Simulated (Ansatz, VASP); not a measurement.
Te: VASP beside Ansatz

```
Te
1.0
     4.44693    0.00000    0.00000
    -2.22346    3.85115    0.00000
     0.00000    0.00000    5.91492
Te
3
Direct
  0.26900 0.00000 0.16667
  0.00000 0.26900 0.83333
  0.73100 0.73100 0.50000
```

Alike in both runs: task single point; functional r2SCAN; k mesh 9 × 9 × 6; occupations gaussian, width 0.01 eV; no spin polarisation.

|  | VASP | Ansatz |
| --- | --- | --- |
| version | VASP 6.6.1 | Ansatz 0.2.0 |
| potentials or method | VASP PAW PBE potentials, release 64 (Te), cutoff 520 eV | scalar-relativistic, plane waves, PAW |
| valence electrons in the cell | 18 | 48 |

|  | VASP | Ansatz | Ansatz less VASP |
| --- | --- | --- | --- |
| gap on the k mesh at the Fermi level (eV) | 0.33 | 0.36 | +0.029 |
| least direct gap on the mesh (eV) | 0.33 | 0.36 | +0.029 |
| pressure (GPa) | 1.2 | 1.1 | -0.02 |
| traceless stress, the component that is largest in VASP (GPa) | 0.12 | 0.09 | -0.031 |
| rms of the force components (eV/Å) | 0.020 | 0.036 | +0.0163 |

VASP's potentials were made for PBE, not for r2SCAN. Atom by atom the forces differ by 0.016 eV/Å (rms over components). VASP's potentials hold 18 valence electrons a cell and Ansatz's 48, so a difference there can come from the potentials and not from the codes.

Spin-orbit coupling is off throughout.
